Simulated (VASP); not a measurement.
Write the native input for VASP 6.6.1 that does the following.

```yaml
Task: single point
Functional: PBE
Potentials_or_basis: VASP PAW PBE potentials, release 64 (Be, H, N)
Cutoff: 520 eV
k_mesh: 18 × 18 × 14
Occupations: gaussian, width 0.1 eV
Spin: no spin polarisation
Dipole_correction: no
Further_INCAR_settings: ALGO = Fast; EDIFF = 1e-06; NBANDS = 14
```

The structure of BeHN2 lies in POSCAR:

```
BeHN2
1.0
    2.5724972133      0.0000000000      0.0000000000
    0.0000000000      2.5724972133      0.0000000000
    0.0000000000      0.0000000000      3.5838025670
Be H N
1 1 2
Direct
    0.5000000000      0.5000000000      0.5000000000
    0.0000000000      0.0000000000      0.0000000000
    0.0000000000      0.0000000000      0.5000000000
    0.5000000000      0.5000000000      0.0000000000
```

The cell was generated, and may not be a known phase.

The input as run:

INCAR

```
  PREC = Accurate
  ENCUT = 520
  EDIFF = 1E-6
  ISMEAR = 0
  SIGMA = 0.1
  LREAL = False
  LASPH = True
  NELM = 100
  ALGO = Fast
  ISIF = 2
  LWAVE = False
  LCHARG = True
  GGA = PE
  LELF = True
  LVHAR = True
  NBANDS = 14
```

KPOINTS

```
regular mesh
0
Gamma
  18 18 14
```

Potentials or basis: VASP PAW PBE potentials, release 64 (Be, H, N).

Command:

```bash
$ cat potpaw_PBE.64/Be/POTCAR potpaw_PBE.64/H/POTCAR potpaw_PBE.64/N/POTCAR > POTCAR
$ mpirun -np 1 vasp_std > vasp.out
```

Results of the run:

```yaml
Pressure: 0.0 GPa
Band_gap_on_the_k_mesh: zero (an odd number of electrons rules out a gap without spin polarisation)
```

It took 2.2 min on 1 thread of Oxide Virtual Turin-like Processor, on a shared host, peak memory 0.21 GiB.
